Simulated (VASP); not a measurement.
Write the native input for VASP 6.6.1 that does the following.

| Item | Value |
| --- | --- |
| Task | relaxation of cell and atoms |
| Functional | PBEsol |
| Potentials or basis | VASP PAW PBE potentials, release 64 (Ir) |
| Cutoff | 500 eV |
| k mesh | 18 × 18 × 10 |
| Occupations | fermi-dirac, width 0.15 eV |
| Spin | no spin polarisation |
| Dipole correction | no |
| Further INCAR settings | ALGO = Normal; EDIFF = 1e-07; IBRION = 2; EDIFFG = -0.001; NSW = 80; ISIF = 3 |

The structure of Ir lies in POSCAR:

```
Ir
1.0
    2.7190554922      0.0000000000      0.0000000000
   -1.3595277461      2.3547711306      0.0000000000
    0.0000000000      0.0000000000      4.4079330487
Ir
2
Direct
    0.6666666667      0.3333333333      0.7500000000
    0.3333333333      0.6666666667      0.2500000000
```

The input as run:

INCAR

```
SYSTEM = Ir
PREC = Accurate
ENCUT = 500
EDIFF = 1E-7
ISMEAR = -1
SIGMA = 0.15
LREAL = .FALSE.
LASPH = .TRUE.
NELM = 120
ALGO = Normal
ISIF = 3
LWAVE = .FALSE.
LCHARG = .FALSE.
GGA = PS
IBRION = 2
NSW = 80
EDIFFG = -0.001
GGA_COMPAT = .FALSE.
NELMIN = 4
```

KPOINTS

```
Automatic mesh
0
G
  18 18 10
  0 0 0
```

Potentials or basis: VASP PAW PBE potentials, release 64 (Ir).

Command:

```sh
$ cat potpaw_PBE.64/Ir/POTCAR > POTCAR
$ mpirun -np 1 vasp_std > vasp.out
```

It gave:

The relaxed volume is 14.18 Å³/atom. The relaxed cell is a = 2.723 Å, b = 2.723 Å, c = 4.414 Å, α = 90.00°, β = 90.00°, γ = 120.00° and the space group after relaxing (to 0.05 Å) is P6_3/mmc (No. 194). The energy gained by relaxing is 0.3 meV/atom and the ionic steps are 8. The pressure after relaxing is 0.0 GPa. The band gap on the k mesh is zero (band 9 reaches 11.32 eV, above the bottom of band 10 at 7.97 eV).

Caveat: the PAW data sets were made with another functional, which shifts forces and pressure a little; spin-orbit coupling is left out, which moves the levels of the heavy elements.

It took 2.2 min on 1 thread of Intel(R) Xeon(R) Platinum 8488C (Sapphire Rapids), with other jobs on the host, peak memory 0.2 GiB.
